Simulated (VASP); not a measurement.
Here is a VASP 6.6.1 calculation.

POSCAR

```
Ge
1.0
    1.3147675467     -2.4471792497      0.0000000000
    1.3147675467      2.4471792497      0.0000000000
    0.0000000000      0.0000000000      3.0469591023
Ge
1
Direct
    0.5000000000      0.5000000000      0.0000000000
```

INCAR.step1

```
SYSTEM = Ge
ALGO = Normal ; EDIFF = 1E-4
ENCUT = 520 ; GGA = PE
ISMEAR = 0 ; LASPH = .True.
LCHARG = .False. ; LREAL = .False.
LWAVE = .True. ; NBANDS = 13
NELM = 100 ; PREC = Accurate
SIGMA = 0.15
```

File INCAR.step2:

```
SYSTEM = Ge
ALGO = Normal ; EDIFF = 1E-7
ENCUT = 520 ; ISIF = 2
ISMEAR = 0 ; ISTART = 1
LASPH = .True. ; LCHARG = .True.
LELF = .True. ; LMIXTAU = .True.
LREAL = .False. ; LVHAR = .True.
LWAVE = .False. ; METAGGA = R2SCAN
NBANDS = 13 ; NELM = 100
PREC = Accurate ; SIGMA = 0.15
```

File KPOINTS:

```
k-points
0
Gamma
  22 22 20
  0 0 0
```

Potentials or basis: VASP PAW PBE potentials, release 64 (Ge_d).

Command:

```console
$ cat potpaw_PBE.64/Ge_d/POTCAR > POTCAR
$ cp INCAR.step1 INCAR
$ mpirun -np 1 vasp_std > vasp.out
$ cp INCAR.step2 INCAR
$ mpirun -np 1 vasp_std > vasp.out
```

**Question.** Predict the band gap on the k mesh.

**Answer.** Zero (band 7 reaches 10.07 eV, above the bottom of band 8 at 3.39 eV).

**Question.** Predict the pressure.

**Answer.** 1.3 GPa.

Stress tensor (GPa, compression positive):
```
  9.78   0.00   0.00
  0.00   7.17   0.00
  0.00   0.00 -12.99
```

Caveat: the PAW data sets were made with another functional, which shifts forces and pressure a little.
